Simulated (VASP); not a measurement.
Crystal: CsBr.

```
CELL_PARAMETERS angstrom
4.31938 0.00000 0.00000
0.00000 4.31938 0.00000
0.00000 0.00000 4.31938
ATOMIC_POSITIONS crystal
Cs 0.00000 0.00000 0.00000
Br 0.50000 0.50000 0.50000
```

Base run:

| Item | Value |
| --- | --- |
| Program | VASP 6.6.1 |
| Functional | r2SCAN |
| Potentials or basis | VASP PAW PBE potentials, release 64 (Cs_sv, Br) |
| Cutoff | 550 eV |
| k mesh | 6 × 6 × 6 |
| Occupations | gaussian, width 0.01 eV |
| Spin | no spin polarisation |

Its results: band gap on the k mesh 5.19 eV, indirect (the least direct gap lies 4.8 meV higher); pressure 0.1 GPa.

Question: The run is repeated on the same cell with these changes: functional from r2SCAN to HSE06; cutoff from 550 eV to 400 eV; k mesh from 6 × 6 × 6 to 4 × 4 × 4. What comes out?

Answer: Band gap on the k mesh 5.60 eV, indirect (least direct gap 5.60 eV); pressure 0.4 GPa.

Several settings changed at once, so the effect can't be laid on one alone.

Caveats: the PAW data sets were made with another functional, which shifts forces and pressure a little; spin-orbit coupling is left out, which moves the levels of the heavy elements.

A k mesh can miss the band edges.
